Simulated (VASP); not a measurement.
# Cs (P6_3/mmc) in VASP: a series of runs, part 2 of 2

VASP 6.6.1.

## 4. Single point, PBE

This run uses another cell than the first one, of 121.73 Å³/atom.

INCAR reads:

```
SYSTEM = Cs
PREC     = Accurate       ! precision mode
ENCUT    = 520            ! plane-wave cutoff, eV
EDIFF    = 1E-7           ! SCF threshold, eV
ISMEAR   = -1             ! smearing method
SIGMA    = 0.05           ! smearing width, eV
LREAL    = .FALSE.        ! projectors in reciprocal space
LASPH    = .TRUE.         ! aspherical terms in the spheres
NELM     = 60             ! most SCF steps
ALGO     = Normal         ! electronic algorithm
ISIF     = 2              ! what is computed and relaxed
LWAVE    = .FALSE.        ! write WAVECAR
LCHARG   = .FALSE.        ! write CHGCAR
GGA      = PE             ! functional
NBANDS   = 16             ! bands
```

KPOINTS reads:

```
regular mesh
0
G
  6 6 3
  0 0 0
```

POSCAR reads:

```
Cs
1.0
    5.5289471694      0.0000000000      0.0000000000
   -2.7644735847      4.7882087050      0.0000000000
    0.0000000000      0.0000000000      9.1963396450
Cs
2
Direct
    0.6666666667      0.3333333333      0.7500000000
    0.3333333333      0.6666666667      0.2500000000
```

Potentials or basis: VASP PAW PBE potentials, release 64 (Cs_sv).

Started as:

```sh
$ cat potpaw_PBE.64/Cs_sv/POTCAR > POTCAR
$ mpirun -np 1 vasp_std > vasp.out
```

OUTCAR:

```text
SYSTEM = Cs
   PREC = Accurate
   ENCUT = 520
   EDIFF = 1E-7
   ISMEAR = -1
   LREAL = .FALSE.
   LASPH = .TRUE.
   NELM = 60
   ISIF = 2
   GGA = PE

 ion  position               nearest neighbor table
   1  0.667  0.333  0.750-
   2  0.333  0.667  0.250-

  LATTYP: Found a hexagonal cell.
 ALAT       =     5.5289471694
 C/A-ratio  =     1.6633075635

  Lattice vectors:

 A1 = (   5.5289471694,   0.0000000000,   0.0000000000)
 A2 = (  -2.7644735847,   4.7882087050,   0.0000000000)
 A3 = (   0.0000000000,   0.0000000000,   9.1963396450)

Analysis of symmetry for initial positions (statically):
=====================================================================
 Subroutine PRICEL returns:
 Original cell was already a primitive cell.

 Routine SETGRP: Setting up the symmetry group for a
 hexagonal supercell.

 Subroutine GETGRP returns: Found 24 space group operations
 (whereof 12 operations were pure point group operations)
 out of a pool of 24 trial point group operations.

The static configuration has the point symmetry D_3d.
 The point group associated with its full space group is D_6h.

Analysis of symmetry for dynamics (positions and initial velocities):
=====================================================================
 Subroutine PRICEL returns:
 Original cell was already a primitive cell.

 Routine SETGRP: Setting up the symmetry group for a
 hexagonal supercell.

 Subroutine GETGRP returns: Found 24 space group operations
 (whereof 12 operations were pure point group operations)
 out of a pool of 24 trial point group operations.

The dynamic configuration has the point symmetry D_3d.
 The point group associated with its full space group is D_6h.

 Subroutine INISYM returns: Found 24 space group operations
 (whereof 12 operations are pure point group operations),
 and found     1 'primitive' translations

[... 99 lines left out ...]
   EFERMI_NEDOS =   21; number of points for ismear=-14 and -15
   IALGO  =     38    algorithm
   IMIX   =      4    mixing-type and parameters
     AMIX     =   0.40;   BMIX     =  1.00
     AMIX_MAG =   1.60;   BMIX_MAG =  1.00
  volume/ion in A,a.u.               =     121.73       821.48
  Fermi-wavevector in a.u.,A,eV,Ry     =   0.687104  1.298437  6.423463  0.472111
  Thomas-Fermi vector in A             =   1.767523
   LORBIT       =      0    0 simple, 1 ext, 2 COOP (PROOUT), +10 PAW based schemes
   GGA     = PE    functional components
   LHFCALC =     F    Hartree Fock is set to
   AEXX    =    0.0000 exact exchange contribution
   IVDW    =     0    specifies the selected vdW correction
   LEPSILON=     F    determine dielectric tensor
   LRPA    =     F    only Hartree local field effects (RPA)
 non-spin polarized calculation
  energy-cutoff  :      520.00
  volume of cell :      243.46
 maximum number of plane-waves:      6588
 NGX is ok and might be reduce to    42
   NGX = 21   NGY = 21   NGZ = 35

 number of electron      17.9999999 magnetization

 Free energy of the ion-electron system (eV)
  ---------------------------------------------------
  ext. energy  EPLUGINS =         0.00000000
  ---------------------------------------------------
  free energy    TOTEN  =        -1.69403745 eV

  energy without entropy =       -1.66014710  energy(sigma->0) =       -1.67709227

 E-fermi :   0.3106     XC(G=0):  -5.2654

 val. band max:        0.2667758104   @ k =   0.0000   0.0000   0.0000
 cond. band min:       0.3174478791   @ k =   0.5000   0.0000   0.0000
 fundamental gap:      0.0506720687
 Fermi energy:         0.3105914193

 k-point     1 :       0.0000    0.0000    0.0000
  band No.  band energies     occupation
      1     -23.5690      2.00000
      2     -23.5648      2.00000
      3     -10.4275      2.00000
      4     -10.3349      2.00000
      5     -10.3349      2.00000
      6     -10.3216      2.00000
[... 243 lines left out ...]
      3     -10.4055      2.00000
      4     -10.4055      2.00000
      5     -10.3980      2.00000
      6     -10.3830      2.00000
[... 8 lines left out ...]
     15       2.6584      0.00000
     16       3.3714      0.00000

------------------------ aborting loop because EDIFF is reached ----------------------------------------

  FORCE on cell =-STRESS in cart. coord.  units (eV):
  Direction    XX          YY          ZZ          XY          YZ          ZX
  --------------------------------------------------------------------------------------
  -------------------------------------------------------------------------------------
  Total       -0.0431995     -0.0431995     -0.1655166      0.0000000     -0.0000000      0.0000000
  in kB       -0.2842879     -0.2842879     -1.0892352      0.0000000     -0.0000000      0.0000000
  external PRESSURE =      -0.5526037 kB  Pullay stress =       0.0000000 kB

 VOLUME and BASIS-vectors are now :
 -----------------------------------------------------------------------------
  energy-cutoff  :      520.00
  volume of cell :      243.46
      direct lattice vectors                 reciprocal lattice vectors
     5.528947169  0.000000000  0.000000000     0.180866261  0.104423184  0.000000000
    -2.764473585  4.788208705  0.000000000     0.000000000  0.208846369  0.000000000
     0.000000000  0.000000000  9.196339645     0.000000000  0.000000000  0.108738916

 POSITION                                       TOTAL-FORCE (eV/Angst)
 -----------------------------------------------------------------------------------
      2.76447      1.59607      6.89725         0.000000     -0.000000     -0.000000
     -0.00000      3.19214      2.29908        -0.000000      0.000000      0.000000
 -----------------------------------------------------------------------------------
    total drift:                               -0.000000      0.000000     -0.000000

  FREE ENERGIE OF THE ION-ELECTRON SYSTEM (eV)
  ---------------------------------------------------
  free  energy   TOTEN  =        -1.6940374464 eV

  energy  without entropy=       -1.6601471020  energy(sigma->0) =       -1.67709227
```

OSZICAR:

```text
N       E                     dE             d eps       ncg     rms          rms(c)
DAV:   1     0.138978607993E+03    0.13898E+03   -0.59576E+03   448   0.808E+02
DAV:   2     0.161383303955E+02   -0.12284E+03   -0.11722E+03   728   0.150E+02
DAV:   3    -0.130457989403E+01   -0.17443E+02   -0.17330E+02   520   0.608E+01
DAV:   4    -0.168711316725E+01   -0.38253E+00   -0.38246E+00   624   0.107E+01
DAV:   5    -0.169001983791E+01   -0.29067E-02   -0.29066E-02   560   0.934E-01    0.180E-01
DAV:   6    -0.169159364628E+01   -0.15738E-02   -0.28124E-03   656   0.249E-01    0.126E-01
DAV:   7    -0.169377943579E+01   -0.21858E-02   -0.53998E-03   536   0.342E-01    0.489E-02
DAV:   8    -0.169403358246E+01   -0.25415E-03   -0.32475E-04   608   0.848E-02    0.112E-02
DAV:   9    -0.169403738440E+01   -0.38019E-05   -0.21988E-05   592   0.215E-02    0.434E-03
DAV:  10    -0.169403743476E+01   -0.50351E-07   -0.22647E-06   616   0.507E-03    0.979E-04
DAV:  11    -0.169403719454E+01    0.24022E-06   -0.17160E-07   512   0.190E-03    0.484E-04
DAV:  12    -0.169403741353E+01   -0.21899E-06   -0.33567E-08   440   0.789E-04    0.124E-04
DAV:  13    -0.169403744637E+01   -0.32836E-07   -0.11432E-09   400   0.184E-04
   1 F= -.16940374E+01 E0= -.16770923E+01  d E =-.338903E-01
```

stdout:

```text
POSCAR found type information on POSCAR Cs
 POSCAR found :  1 types and       2 ions
 scaLAPACK will be used
 LDA part: xc-table for (Slater+PW92), standard interpolation
 POSCAR, INCAR and KPOINTS ok, starting setup
 FFT: planning ... GRIDC
 FFT: planning ... GRID_SOFT
 FFT: planning ... GRID
 WAVECAR not read
 entering main loop
```

Run time: 72 s. Hardware: 1 thread of Intel Xeon Platinum 8259CL at 2.50GHz (Skylake/Cascade Lake), shared host; peak memory 0.34 GiB.

Results:

- Free energy: -1.6940 eV
- Pressure: -0.1 GPa
- Band gap on the k mesh: zero (bands 9 and 10 overlap by 1.40 eV)

Levels at points of the mesh, in eV from the Fermi level:
| k point | band 7 | band 8 | band 9 | band 10 | band 11 | band 12 |
| --- | --- | --- | --- | --- | --- | --- |
| (0.00, 0.00, 0.00) | -10.63 | -10.63 | -1.62 | -0.04 | 0.67 | 2.33 |
| (0.50, 0.00, 0.00) | -10.66 | -10.65 | 0.01 | 0.34 | 0.80 | 1.00 |

Caveat: spin-orbit coupling is left out, which moves the levels of the heavy elements.

## 5. Summary

| cell | gap on the mesh (eV) | pressure (GPa) |
| --- | --- | --- |
| a = 5.453, b = 5.453, c = 9.069 Å, angles 90.0, 90.0, 120.0°, 2 atoms | none | 0.0 |
| a = 5.491, b = 5.491, c = 9.133 Å, angles 90.0, 90.0, 120.0°, 2 atoms | none | 0.0 |
| a = 5.529, b = 5.529, c = 9.196 Å, angles 90.0, 90.0, 120.0°, 2 atoms | none | -0.1 |

Alike in all rows: task single point; level PBE; potentials or basis VASP PAW PBE potentials, release 64 (Cs_sv); no spin polarisation; k mesh 6 × 6 × 3; cutoff (eV) 520; smearing fermi-dirac 0.05 eV.

Caveats: spin-orbit coupling is left out, which moves the levels of the heavy elements.

Absolute energies hang on the potentials; compare differences alone.

The gap in the log of VASP goes by the Fermi energy; the results here count the filled bands.